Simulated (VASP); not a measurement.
A run of VASP 6.6.1:

File INCAR:

```
SYSTEM = Cs2Cd
  PREC = Accurate
  ENCUT = 600
  EDIFF = 1E-7
  ISMEAR = 0
  SIGMA = 0.1
  LREAL = .False.
  LASPH = .True.
  NELM = 80
  ALGO = Normal
  ISIF = 3
  LWAVE = .False.
  LCHARG = .False.
  GGA = PE
  IBRION = 2
  NSW = 90
  EDIFFG = -0.04
```

The input KPOINTS:

```
Automatic mesh
0
Gamma
  4 4 4
  0 0 0
```

Contents of POSCAR:

```
Cs2Cd
1.0
    0.0000000000      4.1345174900      4.1345174900
    4.1345174900      0.0000000000      4.1345174900
    4.1345174900      4.1345174900      0.0000000000
Cs Cd
2 1
Direct
    0.2500000000      0.2500000000      0.2500000000
    0.7500000000      0.7500000000      0.7500000000
    0.5000000000      0.5000000000      0.5000000000
```

Potentials or basis: VASP PAW PBE potentials, release 64 (Cs_sv, Cd).

Command:

```bash
$ cat potpaw_PBE.64/Cs_sv/POTCAR potpaw_PBE.64/Cd/POTCAR > POTCAR
$ mpirun -np 1 vasp_std > vasp.out
```

Hardware: 1 thread of AMD EPYC 7571 (shared host).

Q: How long does it take, and how much memory?

A: Wall time 3.3 min on 1 thread of AMD EPYC 7571 (shared host), peak memory 0.31 GiB. Counts: scf iterations 49, k points 8, ion steps 4.
